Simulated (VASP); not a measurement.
# Li (Cmcm) in VASP: further runs, part 2 of 3

VASP 6.6.1. The steps go on from the part before.

**3. Single point, PBEsol+D3(BJ) (mode 4 frozen in at -0.212 Å and mode 5 at +0.000 Å (largest displacements))**

File INCAR:

```
PREC = Accurate
ENCUT = 520
EDIFF = 1E-6
ISMEAR = 0
SIGMA = 0.15
LREAL = False
LASPH = True
NELM = 80
ALGO = Fast
ISIF = 2
LWAVE = False
LCHARG = False
GGA = PS
IVDW = 12
NBANDS = 10
```

File KPOINTS:

```
Automatic mesh
0
Gamma
  16 16 10
```

File POSCAR:

```
Li
1.0
    0.0000000000     -2.0954789853     -2.0954789853
    0.0000000000      2.0954789853     -2.0954789853
    4.1909579706      0.0000000000      0.0000000000
Li
2
Direct
    0.5507043978      0.4492956022      0.5000000000
   -0.0507043978      0.0507043978      0.0000000000
```

Potentials or basis: VASP PAW PBE potentials, release 64 (Li_sv).

The run is started by

```bash
$ cat potpaw_PBE.64/Li_sv/POTCAR > POTCAR
$ mpirun -np 1 vasp_std > vasp.out
```

OUTCAR:

```text
PREC = Accurate
   ENCUT = 520
   EDIFF = 1E-6
   ISMEAR = 0
   LREAL = False
   LASPH = True
   NELM = 80
   ISIF = 2
   GGA = PS
   IVDW = 12
 IVDW          = 12

 ion  position               nearest neighbor table
   1  0.551  0.449  0.500-
   2  0.949  0.051  0.000-

  LATTYP: Found a simple tetragonal cell.
 ALAT       =     2.9634548007
 C/A-ratio  =     1.4142135624

  Lattice vectors:

 A1 = (   0.0000000000,  -2.0954789853,  -2.0954789853)
 A2 = (   0.0000000000,   2.0954789853,  -2.0954789853)
 A3 = (   4.1909579706,   0.0000000000,   0.0000000000)

Analysis of symmetry for initial positions (statically):
=====================================================================
 Subroutine PRICEL returns:
 Original cell was already a primitive cell.

 Routine SETGRP: Setting up the symmetry group for a
 simple tetragonal supercell.

 Subroutine GETGRP returns: Found  8 space group operations
 (whereof  4 operations were pure point group operations)
 out of a pool of 16 trial point group operations.

The static configuration has the point symmetry C_2v.
 The point group associated with its full space group is D_2h.

Analysis of symmetry for dynamics (positions and initial velocities):
=====================================================================
 Subroutine PRICEL returns:
 Original cell was already a primitive cell.

 Routine SETGRP: Setting up the symmetry group for a
 simple tetragonal supercell.

 Subroutine GETGRP returns: Found  8 space group operations
 (whereof  4 operations were pure point group operations)
 out of a pool of 16 trial point group operations.

The dynamic configuration has the point symmetry C_2v.
 The point group associated with its full space group is D_2h.

 Subroutine INISYM returns: Found  8 space group operations
 (whereof  4 operations are pure point group operations),
 and found     1 'primitive' translations

----------------------------------------------------------------------------------------

                                     Primitive cell

  volume of cell :      36.8053

  direct lattice vectors                    reciprocal lattice vectors
     0.000000000 -2.095478985 -2.095478985     0.000000000 -0.238608931 -0.238608931
     0.000000000  2.095478985 -2.095478985     0.000000000  0.238608931 -0.238608931
     4.190957971  0.000000000  0.000000000     0.238608931  0.000000000  0.000000000

  length of vectors
     2.963454801  2.963454801  4.190957971     0.337443986  0.337443986  0.238608931

  position of ions in fractional coordinates (direct lattice)
     0.550704398  0.449295602  0.500000000
     0.949295602  0.050704398  0.000000000

  ion indices of the primitive-cell ions
   primitive index   ion index
                 1           1
                 2           2

----------------------------------------------------------------------------------------

 KPOINTS: Automatic mesh

Automatic generation of k-mesh.
 Grid dimensions read from file:
 generate k-points for:   16   16   10

 Generating k-lattice:

  Cartesian coordinates                     Fractional coordinates (reciprocal lattice)
     0.000000000 -0.014913058 -0.014913058     0.062500000  0.000000000  0.000000000
     0.000000000  0.014913058 -0.014913058     0.000000000  0.062500000  0.000000000
     0.023860893  0.000000000  0.000000000     0.000000000  0.000000000  0.100000000

  Length of vectors
[... 38 lines left out ...]
   number of dos      NEDOS =    301   number of ions     NIONS =      2
   total plane-waves  NPLWV =  18432
   dimension x,y,z NGX =    24 NGY =   24 NGZ =   32
   dimension x,y,z NGXF=    48 NGYF=   48 NGZF=   64
   ions per type =               2
   NGX,Y,Z   is equivalent  to a cutoff of  13.46, 13.46, 12.69 a.u.
   NGXF,Y,Z  is equivalent  to a cutoff of  26.93, 26.93, 25.39 a.u.
 SYSTEM =  unknown system
   PREC   = accura    normal or accurate (medium, high low for compatibility)
   ISTART =      0    job   : 0-new  1-cont  2-samecut
   ICHARG =      2    charge: 1-file 2-atom 10-const
   ISPIN  =      1    spin polarized calculation?
   LNONCOLLINEAR =      F non collinear calculations
   LSORBIT =      F    spin-orbit coupling
   LASPH  =      T    aspherical Exc in radial PAW
   ENCUT  =  520.0 eV  38.22 Ry    6.18 a.u.   5.51  5.51  7.79*2*pi/ulx,y,z
   NELM   =     80;   NELMIN=  2; NELMDL= -5     # of ELM steps
   EDIFF  = 0.1E-05   stopping-criterion for ELM
   LREAL  =      F    real-space projection
   EDIFFG = 0.1E-04   stopping-criterion for IOM
   NSW    =      0    number of steps for IOM
   IBRION =     -1    ionic relax: 0-MD 1-quasi-New 2-CG
   NFREE  =      0    steps in history (QN), initial steepest desc. (CG)
   ISIF   =      2    stress and relaxation
   ISYM   =      2    0-nonsym 1-usesym 2-fastsym
   POTIM  = 0.5000    time-step for ionic-motion
   TEBEG  =    0.0;   TEEND  =   0.0 temperature during run
   PSTRESS=    0.0 pullay stress
   NELECT =       6.0000    total number of electrons
   NUPDOWN=      -1.0000    fix difference up-down
   EMIN   =  10.00;   EMAX   =-10.00  energy-range for DOS
   EFERMI =   0.00;   METHOD = LEGACY
   ISMEAR =     0;   SIGMA  =   0.15  broadening in eV -4-tet -1-fermi 0-gaus
   EFERMI_NEDOS =   21; number of points for ismear=-14 and -15
   IALGO  =     68    algorithm
   IMIX   =      4    mixing-type and parameters
     AMIX     =   0.40;   BMIX     =  1.00
     AMIX_MAG =   1.60;   BMIX_MAG =  1.00
  volume/ion in A,a.u.               =      18.40       124.19
  Fermi-wavevector in a.u.,A,eV,Ry     =   0.894311  1.690003 10.881835  0.799792
  Thomas-Fermi vector in A             =   2.016500
   LORBIT       =      0    0 simple, 1 ext, 2 COOP (PROOUT), +10 PAW based schemes
   GGA     = PS    functional components
   LHFCALC =     F    Hartree Fock is set to
   AEXX    =    0.0000 exact exchange contribution
   IVDW    =    12    specifies the selected vdW correction
   LEPSILON=     F    determine dielectric tensor
   LRPA    =     F    only Hartree local field effects (RPA)
 non-spin polarized calculation
 RMM-DIIS sequential band-by-band and
 Gauss-broadening in eV      SIGMA  =   0.15
  energy-cutoff  :      520.00
  volume of cell :       36.81
 maximum number of plane-waves:      1011
 NGX is ok and might be reduce to    24
   NGX = 11   NGY = 11   NGZ = 15

 number of electron       5.9999996 magnetization

 Free energy of the ion-electron system (eV)
  ---------------------------------------------------
  ext. energy  EPLUGINS =         0.00000000
  ---------------------------------------------------
  free energy    TOTEN  =        -3.85104128 eV

  energy without entropy =       -3.84068660  energy(sigma->0) =       -3.84586394

 E-fermi :   0.9197     XC(G=0):  -7.2574

 val. band max:        0.9155422904   @ k =   0.1875   0.1250   0.3000
 cond. band min:       0.9220873832   @ k =  -0.3125   0.4375   0.1000
 fundamental gap:      0.0065450927
 Fermi energy:         0.9197289674

 k-point     1 :       0.0000    0.0000    0.0000
  band No.  band energies     occupation
      1     -44.9182      2.00000
      2     -44.8726      2.00000
      3      -2.7617      2.00000
      4       2.4515      0.00000
      5       5.9963      0.00000
      6      10.0577      0.00000
      7      10.1060      0.00000
      8      11.7779      0.00000
      9      14.5384      0.00000
     10      16.6302      0.00000
[... 287 lines left out ...]
 k-point    24 :       0.5000    0.0625    0.0000
  band No.  band energies     occupation
      1     -44.8971      2.00000
      2     -44.8741      2.00000
      3       0.1061      2.00000
      4       0.7282      1.92910
      5       6.1372      0.00000
      6       7.3491      0.00000
      7       9.1346      0.00000
      8       9.9942      0.00000
      9      13.1017      0.00000
     10      13.5834      0.00000

 [... further k-points ...]

------------------------ aborting loop because EDIFF is reached ----------------------------------------

 Edisp (eV)   -0.32959

 E8    (eV) :    -0.2111

  FORCE on cell =-STRESS in cart. coord.  units (eV):
  Direction    XX          YY          ZZ          XY          YZ          ZX
  --------------------------------------------------------------------------------------
  -------------------------------------------------------------------------------------
  Total       0.29779    -0.08095    -0.19894     0.00000     0.00000     0.00000
  in kB      12.96323    -3.52398    -8.66029     0.00000     0.00000     0.00000
  external pressure =        0.26 kB  Pullay stress =        0.00 kB

 VOLUME and BASIS-vectors are now :
 -----------------------------------------------------------------------------
  energy-cutoff  :      520.00
  volume of cell :       36.81
      direct lattice vectors                 reciprocal lattice vectors
     0.000000000 -2.095478985 -2.095478985     0.000000000 -0.238608931 -0.238608931
     0.000000000  2.095478985 -2.095478985     0.000000000  0.238608931 -0.238608931
     4.190957971  0.000000000  0.000000000     0.238608931  0.000000000  0.000000000

 POSITION                                       TOTAL-FORCE (eV/Angst)
 -----------------------------------------------------------------------------------
      2.09548     -0.21250     -2.09548         0.000000      0.344678      0.000000
      0.00000     -1.88298     -2.09548         0.000000     -0.344678      0.000000
 -----------------------------------------------------------------------------------
    total drift:                                0.000000     -0.000000     -0.000000

  FREE ENERGIE OF THE ION-ELECTRON SYSTEM (eV)
  ---------------------------------------------------
  free  energy   TOTEN  =        -4.1806347691 eV

  energy  without entropy=       -4.1702800917  energy(sigma->0) =       -4.17545743
```

OSZICAR:

```text
N       E                     dE             d eps       ncg     rms          rms(c)
DAV:   1     0.125851675275E+02    0.12585E+02   -0.24682E+03  8760   0.545E+02
DAV:   2    -0.195595689637E+01   -0.14541E+02   -0.14196E+02 11422   0.984E+01
DAV:   3    -0.381514474592E+01   -0.18592E+01   -0.18422E+01 14136   0.269E+01
DAV:   4    -0.385479057559E+01   -0.39646E-01   -0.39602E-01 11592   0.407E+00
DAV:   5    -0.385519248940E+01   -0.40191E-03   -0.40190E-03 11568   0.377E-01    0.411E-01
RMM:   6    -0.385206113381E+01    0.31314E-02   -0.95521E-04 12277   0.206E-01    0.244E-01
RMM:   7    -0.385081576633E+01    0.12454E-02   -0.38856E-03 13240   0.412E-01    0.381E-02
RMM:   8    -0.385096145479E+01   -0.14569E-03   -0.11720E-03 14537   0.208E-01    0.661E-03
RMM:   9    -0.385102123967E+01   -0.59785E-04   -0.43839E-04 15455   0.125E-01    0.146E-02
RMM:  10    -0.385104823373E+01   -0.26994E-04   -0.13253E-04 14700   0.659E-02    0.420E-02
RMM:  11    -0.385105001027E+01   -0.17765E-05   -0.47007E-05 15124   0.430E-02    0.370E-02
RMM:  12    -0.385104408211E+01    0.59282E-05   -0.85165E-06 13166   0.195E-02    0.213E-02
RMM:  13    -0.385104196185E+01    0.21203E-05   -0.25824E-06 11018   0.113E-02    0.123E-02
RMM:  14    -0.385104128222E+01    0.67962E-06   -0.79410E-07  9838   0.597E-03
   1 F= -.41806348E+01 E0= -.41754574E+01  d E =-.103547E-01
```

Wall time 69 s (1 thread of Intel Xeon Platinum 8488C (Sapphire Rapids), shared host); peak memory 0.23 GiB.

What came out:

```
Free energy                : -4.1806 eV
Largest force              : 0.345 eV/Å
Band gap on the k mesh     : zero (band 3 reaches 4.30 eV, above the bottom of band 4 at -1.21 eV)
Dispersion energy per atom : -0.165 eV
```

Forces in eV/Å, atoms in the order of the input:
```
Li   0.000  0.345  0.000
Li   0.000 -0.345  0.000
```

Levels at points of the mesh, in eV from the Fermi level:
```
           k point  band 1  band 2  band 3  band 4  band 5  band 6  band 7  band 8
(0.00, 0.00, 0.00)  -45.84  -45.79   -3.68    1.53    5.08    9.14    9.19   10.86
(0.50, 0.00, 0.00)  -45.82  -45.79   -0.87   -0.24    5.15    6.37    8.24    9.27
(0.50, 0.50, 0.00)  -45.80  -45.79    1.58    1.79    4.42    5.08    8.44    8.98
(0.00, 0.00, 0.50)  -45.82  -45.82   -2.13   -2.13   10.73   10.73   11.01   11.01
(0.50, 0.00, 0.50)  -45.81  -45.81   -0.05   -0.05    3.16    3.16   13.37   13.37
(0.50, 0.50, 0.50)  -45.80  -45.80    3.38    3.38    3.67    3.67    5.04    5.04
```

Caveat: the cell differs from its parent crystal (mode 4 frozen in at -0.212 Å and mode 5 at +0.000 Å (largest displacements)); the cutoff is under 1.25 times the usual one of these potentials, so pressure, stress and relaxed cells hold a basis-set (Pulay) error; the PAW data sets were made with another functional, which shifts forces and pressure a little; pairwise dispersion overbinds metals, which lowers pressure and volume.

(Continued in part 3 of 3.)
